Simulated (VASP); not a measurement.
# InSe (Cm) in VASP: single point with PBEsol

Aim: the single point of InSe with PBEsol.

Everything below comes from runs of VASP 6.6.1. Logs are shortened: lines on timing, memory, paths and dates and some standing lists are left out, and cuts for length are marked.

### Step 1. The cell of the first run

Symmetry: Cm, No. 8, monoclinic system. The conventional cell has a = 6.928 Å, b = 4.000 Å, c = 8.631 Å, α = 90.00°, β = 105.52°, γ = 90.00°. Within 3.5 Å of In (site symmetry m) lie 3 Se at 2.64 Å and 1 In at 2.80 Å. Within 3.4 Å of In (site symmetry m) lie 3 Se at 2.61 to 2.64 Å and 1 In at 2.80 Å. Within 3.5 Å of Se (site symmetry m) lie 3 In at 2.64 Å. Se (site symmetry m) has 3 In at 2.61 to 2.64 Å within 3.4 Å.

### Step 2. Single point, PBEsol (atom 4 (Se) moved +0.025 Å towards its neighbour atom 2 (In) at 2.638 Å)

INCAR reads:

```
PREC = Accurate ; ENCUT = 520
EDIFF = 1E-6 ; ISMEAR = 0
SIGMA = 0.03 ; LREAL = False
LASPH = True ; NELM = 60
ALGO = Normal ; ISIF = 2
LWAVE = False ; LCHARG = True
GGA = PS ; LVHAR = True
NBANDS = 27 ; KPAR = 4
```

KPOINTS reads:

```
Automatic mesh
0
Gamma
  12 12 12
```

POSCAR reads:

```
InSe
1.0
    1.9999996503      1.1547003365      8.3166700000
   -1.9999996503      1.1547003365      8.3166700000
    0.0000000000     -2.3094006730      8.3166700000
In Se
2 2
Direct
    0.0000000000      0.0000000000      0.0000000000
    0.1122000000      0.1122000000      0.1122000000
    0.6155000000      0.6155000000      0.6155000000
    0.8231984240      0.8326740105      0.8326740105
```

Potentials or basis: VASP PAW PBE potentials, release 64 (In_d, Se).

Started as:

```sh
> cat potpaw_PBE.64/In_d/POTCAR potpaw_PBE.64/Se/POTCAR > POTCAR
> mpirun -np 4 vasp_std > vasp.out
```

OUTCAR:

```text
PREC = Accurate
   ENCUT = 520
   EDIFF = 1E-6
   ISMEAR = 0
   LREAL = False
   LASPH = True
   NELM = 60
   ISIF = 2
   GGA = PS

 ion  position               nearest neighbor table
   1  0.000  0.000  0.000-   3 2.64   3 2.64   3 2.64   2 2.80
   2  0.112  0.112  0.112-   4 2.61   4 2.64   4 2.64   1 2.80
   3  0.615  0.615  0.615-   1 2.64   1 2.64   1 2.64
   4  0.823  0.833  0.833-   2 2.61   2 2.64   2 2.64

  LATTYP: Found a trigonal (rhomboedric) cell.
 ALAT       =     8.6313574458
 COS(alpha) =     0.8926179648

  Lattice vectors:

 A1 = (   1.9999996503,   1.1547003365,   8.3166700000)
 A2 = (  -1.9999996503,   1.1547003365,   8.3166700000)
 A3 = (   0.0000000000,  -2.3094006730,   8.3166700000)

Analysis of symmetry for initial positions (statically):
=====================================================================
 Subroutine PRICEL returns:
 Original cell was already a primitive cell.

 Routine SETGRP: Setting up the symmetry group for a
 trigonal (rhombohedral) supercell.

 Subroutine GETGRP returns: Found  2 space group operations
 (whereof  2 operations were pure point group operations)
 out of a pool of 12 trial point group operations.

The static configuration has the point symmetry C_1h.

Analysis of symmetry for dynamics (positions and initial velocities):
=====================================================================
 Subroutine PRICEL returns:
 Original cell was already a primitive cell.

 Routine SETGRP: Setting up the symmetry group for a
 trigonal (rhombohedral) supercell.

 Subroutine GETGRP returns: Found  2 space group operations
 (whereof  2 operations were pure point group operations)
 out of a pool of 12 trial point group operations.

The dynamic configuration has the point symmetry C_1h.

 Subroutine INISYM returns: Found  2 space group operations
 (whereof  2 operations are pure point group operations),
 and found     1 'primitive' translations

----------------------------------------------------------------------------------------

                                     Primitive cell

  volume of cell :     115.2391

  direct lattice vectors                    reciprocal lattice vectors
     1.999999650  1.154700336  8.316670000     0.250000044  0.144337593  0.040080144
    -1.999999650  1.154700336  8.316670000    -0.250000044  0.144337593  0.040080144
     0.000000000 -2.309400673  8.316670000     0.000000000 -0.288675185  0.040080144

  length of vectors
     8.631357446  8.631357446  8.631357446     0.291444301  0.291444301  0.291444301

  position of ions in fractional coordinates (direct lattice)
     0.000000000  0.000000000  0.000000000
     0.112200000  0.112200000  0.112200000
     0.615500000  0.615500000  0.615500000
     0.823198424  0.832674010  0.832674010

  ion indices of the primitive-cell ions
   primitive index   ion index
                 1           1
                 2           2
                 3           3
                 4           4

----------------------------------------------------------------------------------------

 KPOINTS: Automatic mesh

Automatic generation of k-mesh.
 Grid dimensions read from file:
 generate k-points for:   12   12   12

 Generating k-lattice:

  Cartesian coordinates                     Fractional coordinates (reciprocal lattice)
     0.020833337  0.012028133  0.003340012     0.083333333  0.000000000  0.000000000
    -0.020833337  0.012028133  0.003340012     0.000000000  0.083333333  0.000000000
     0.000000000 -0.024056265  0.003340012     0.000000000  0.000000000  0.083333333

  Length of vectors
     0.024287025  0.024287025  0.024287025

  Shift w.r.t. Gamma in fractional coordinates (k-lattice)
     0.000000000  0.000000000  0.000000000

 Subroutine IBZKPT returns following result:
 ===========================================

 Found    476 irreducible k-points:

 Following reciprocal coordinates:
            Coordinates               Weight
  0.000000  0.000000  0.000000      1.000000
  0.083333  0.000000  0.000000      2.000000
  0.000000  0.083333  0.000000      4.000000
  0.166667  0.000000  0.000000      2.000000
  0.000000  0.166667  0.000000      4.000000
  0.250000  0.000000  0.000000      2.000000
[... 16 lines left out ...]
  0.000000  0.333333  0.083333      4.000000
 -0.083333 -0.333333 -0.000000      4.000000
 [... further k-points ...]
   k-points           NKPTS =    476   k-points in BZ     NKDIM =    476   number of bands    NBANDS=     27
   number of dos      NEDOS =    301   number of ions     NIONS =      4
   total plane-waves  NPLWV = 262144
   dimension x,y,z NGX =    64 NGY =   64 NGZ =   64
   dimension x,y,z NGXF=   128 NGYF=  128 NGZF=  128
   ions per type =               2   2
   NGX,Y,Z   is equivalent  to a cutoff of  12.33, 12.33, 12.33 a.u.
   NGXF,Y,Z  is equivalent  to a cutoff of  24.65, 24.65, 24.65 a.u.
 SYSTEM =  unknown system
   PREC   = accura    normal or accurate (medium, high low for compatibility)
   ISTART =      0    job   : 0-new  1-cont  2-samecut
   ICHARG =      2    charge: 1-file 2-atom 10-const
   ISPIN  =      1    spin polarized calculation?
   LNONCOLLINEAR =      F non collinear calculations
   LSORBIT =      F    spin-orbit coupling
   LASPH  =      T    aspherical Exc in radial PAW
   ENCUT  =  520.0 eV  38.22 Ry    6.18 a.u.  16.05 16.05 16.05*2*pi/ulx,y,z
   NELM   =     60;   NELMIN=  2; NELMDL= -5     # of ELM steps
   EDIFF  = 0.1E-05   stopping-criterion for ELM
   LREAL  =      F    real-space projection
   EDIFFG = 0.1E-04   stopping-criterion for IOM
   NSW    =      0    number of steps for IOM
   IBRION =     -1    ionic relax: 0-MD 1-quasi-New 2-CG
   NFREE  =      0    steps in history (QN), initial steepest desc. (CG)
   ISIF   =      2    stress and relaxation
   ISYM   =      2    0-nonsym 1-usesym 2-fastsym
   POTIM  = 0.5000    time-step for ionic-motion
   TEBEG  =    0.0;   TEEND  =   0.0 temperature during run
   PSTRESS=    0.0 pullay stress
   NELECT =      38.0000    total number of electrons
   NUPDOWN=      -1.0000    fix difference up-down
   EMIN   =  10.00;   EMAX   =-10.00  energy-range for DOS
   EFERMI =   0.00;   METHOD = LEGACY
   ISMEAR =     0;   SIGMA  =   0.03  broadening in eV -4-tet -1-fermi 0-gaus
   EFERMI_NEDOS =   21; number of points for ismear=-14 and -15
   IALGO  =     38    algorithm
   IMIX   =      4    mixing-type and parameters
     AMIX     =   0.40;   BMIX     =  1.00
     AMIX_MAG =   1.60;   BMIX_MAG =  1.00
  volume/ion in A,a.u.               =      28.81       194.42
  Fermi-wavevector in a.u.,A,eV,Ry     =   1.131018  2.137313 17.404585  1.279201
  Thomas-Fermi vector in A             =   2.267716
   LORBIT       =      0    0 simple, 1 ext, 2 COOP (PROOUT), +10 PAW based schemes
   GGA     = PS    functional components
   LHFCALC =     F    Hartree Fock is set to
   AEXX    =    0.0000 exact exchange contribution
   IVDW    =     0    specifies the selected vdW correction
   LEPSILON=     F    determine dielectric tensor
   LRPA    =     F    only Hartree local field effects (RPA)
 non-spin polarized calculation
 Gauss-broadening in eV      SIGMA  =   0.03
  energy-cutoff  :      520.00
  volume of cell :      115.24
 maximum number of plane-waves:      3142
   NGX = 33   NGY = 33   NGZ = 33

 number of electron      37.9999996 magnetization

 Free energy of the ion-electron system (eV)
  ---------------------------------------------------
  ext. energy  EPLUGINS =         0.00000000
  ---------------------------------------------------
  free energy    TOTEN  =       -15.59193922 eV

  energy without entropy =      -15.59193922  energy(sigma->0) =      -15.59193922

 E-fermi :   4.2793     XC(G=0):  -9.1785

 val. band max:        4.1636328333   @ k =   0.5000   0.5000   0.5000
 cond. band min:       4.4389880563   @ k =   0.5000   0.5000   0.5000
 fundamental gap:      0.2753552230
 Fermi energy:         4.2793385475

 k-point     1 :       0.0000    0.0000    0.0000
  band No.  band energies     occupation
      1     -10.6284      2.00000
      2     -10.4465      2.00000
      3     -10.4417      2.00000
      4     -10.3642      2.00000
      5     -10.3634      2.00000
      6     -10.3427      2.00000
[... 19 lines left out ...]
     26       9.5507      0.00000
     27      11.5934      0.00000

 k-point     2 :       0.0833    0.0000    0.0000
  band No.  band energies     occupation
      1     -10.6302      2.00000
      2     -10.4789      2.00000
      3     -10.4400      2.00000
      4     -10.3983      2.00000
      5     -10.3585      2.00000
      6     -10.3457      2.00000
[... 19 lines left out ...]
     26       9.6738      0.00000
     27      11.5817      0.00000

 k-point     3 :       0.0000    0.0833    0.0000
  band No.  band energies     occupation
      1     -10.6300      2.00000
      2     -10.4754      2.00000
      3     -10.4434      2.00000
      4     -10.3974      2.00000
      5     -10.3589      2.00000
      6     -10.3463      2.00000
[... 19 lines left out ...]
     26       9.7095      0.00000
     27      11.5901      0.00000

 k-point     4 :       0.1667    0.0000    0.0000
  band No.  band energies     occupation
      1     -10.6454      2.00000
      2     -10.5372      2.00000
      3     -10.4761      2.00000
      4     -10.4368      2.00000
      5     -10.3515      2.00000
      6     -10.3451      2.00000
[... 19 lines left out ...]
     26      10.0807      0.00000
     27      10.8640      0.00000
[... 516 lines left out ...]
      4     -10.4372      2.00000
      5     -10.3610      2.00000
      6     -10.3170      2.00000
[... 19 lines left out ...]
     26      10.8557      0.00000
     27      11.2033      0.00000

 k-point    23 :       0.0000    0.3333    0.0833
  band No.  band energies     occupation
      1     -10.7232      2.00000
      2     -10.6046      2.00000
      3     -10.5630      2.00000
      4     -10.4388      2.00000
      5     -10.3619      2.00000
      6     -10.3177      2.00000
[... 19 lines left out ...]
     26      10.8551      0.00000
     27      11.2198      0.00000

 k-point    24 :      -0.0833   -0.3333   -0.0000
  band No.  band energies     occupation
      1     -10.7214      2.00000
      2     -10.6036      2.00000
      3     -10.5628      2.00000
      4     -10.4401      2.00000
      5     -10.3620      2.00000
      6     -10.3189      2.00000
[... 19 lines left out ...]
     26      10.8503      0.00000
     27      11.1940      0.00000

 [... further k-points ...]

------------------------ aborting loop because EDIFF is reached ----------------------------------------

  FORCE on cell =-STRESS in cart. coord.  units (eV):
  Direction    XX          YY          ZZ          XY          YZ          ZX
  --------------------------------------------------------------------------------------
  -------------------------------------------------------------------------------------
  Total        0.4902148      0.3884411      0.0499896      0.0881387      0.0833259      0.1443244
  in kB        6.8154902      5.4005227      0.6950083      1.2253978      1.1584854      2.0065523
  external PRESSURE =       4.3036738 kB  Pullay stress =       0.0000000 kB

 VOLUME and BASIS-vectors are now :
 -----------------------------------------------------------------------------
  energy-cutoff  :      520.00
  volume of cell :      115.24
      direct lattice vectors                 reciprocal lattice vectors
     1.999999650  1.154700336  8.316670000     0.250000044  0.144337593  0.040080144
    -1.999999650  1.154700336  8.316670000    -0.250000044  0.144337593  0.040080144
     0.000000000 -2.309400673  8.316670000     0.000000000 -0.288675185  0.040080144

 POSITION                                       TOTAL-FORCE (eV/Angst)
 -----------------------------------------------------------------------------------
      0.00000      0.00000      0.00000        -0.004770     -0.002754      0.175761
      0.00000      0.00000      2.79939        -0.101765     -0.058754     -0.252679
      0.00000      0.00000     15.35673        -0.003132     -0.001809     -0.034854
     -0.01895     -0.01094     20.69642         0.109667      0.063316      0.111772
 -----------------------------------------------------------------------------------
    total drift:                               -0.000018     -0.000010     -0.000369

  FREE ENERGIE OF THE ION-ELECTRON SYSTEM (eV)
  ---------------------------------------------------
  free  energy   TOTEN  =       -15.5919392240 eV

  energy  without entropy=      -15.5919392240  energy(sigma->0) =      -15.59193922
```

Wall time 32 min (4 MPI ranks of Oxide Virtual Turin-like, shared host); peak memory 1.5 GiB.

Results:

```
Free energy            : -15.5919 eV
Pressure               : 0.4 GPa
Largest force          : 0.279 eV/Å
Band gap on the k mesh : 0.28 eV
```

Forces on the atoms (eV/Å):
```
In  -0.005 -0.003  0.176
In  -0.102 -0.059 -0.253
Se  -0.003 -0.002 -0.035
Se   0.110  0.063  0.112
```

Stress tensor (GPa, compression positive):
```
0.68 0.12 0.20
0.12 0.54 0.12
0.20 0.12 0.07
```

Levels at points of the mesh, in eV from the valence-band top:
```tsv
k point	band 15	band 16	band 17	band 18	band 19	band 20	band 21	band 22	band 23	band 24
(0.00, 0.00, 0.00)	-1.65	-1.40	-1.38	-1.27	-1.24	1.65	1.96	4.26	4.30	5.04
(0.50, 0.00, 0.00)	-3.58	-2.47	-2.44	-2.28	-1.76	1.04	1.91	3.57	3.90	4.72
(0.00, 0.50, 0.00)	-3.59	-2.50	-2.45	-2.29	-1.71	1.03	1.90	3.54	3.87	4.73
(0.50, 0.50, 0.00)	-3.33	-2.76	-2.61	-2.10	-1.56	1.03	1.88	3.18	3.43	4.26
(0.00, 0.50, 0.50)	-3.31	-2.78	-2.60	-2.09	-1.56	1.04	1.90	3.16	3.46	4.25
(0.50, 0.50, 0.50)	-1.47	-1.45	-1.20	-1.17	0.00	0.28	2.01	4.16	4.21	5.50
```

Caveat: the cell differs from its parent crystal (atom 4 (Se) moved +0.025 Å towards its neighbour atom 2 (In) at 2.638 Å); the PAW data sets were made with another functional, which shifts forces and pressure a little; spin-orbit coupling is left out, which moves the levels of the heavy elements. A k mesh can miss the band edges.
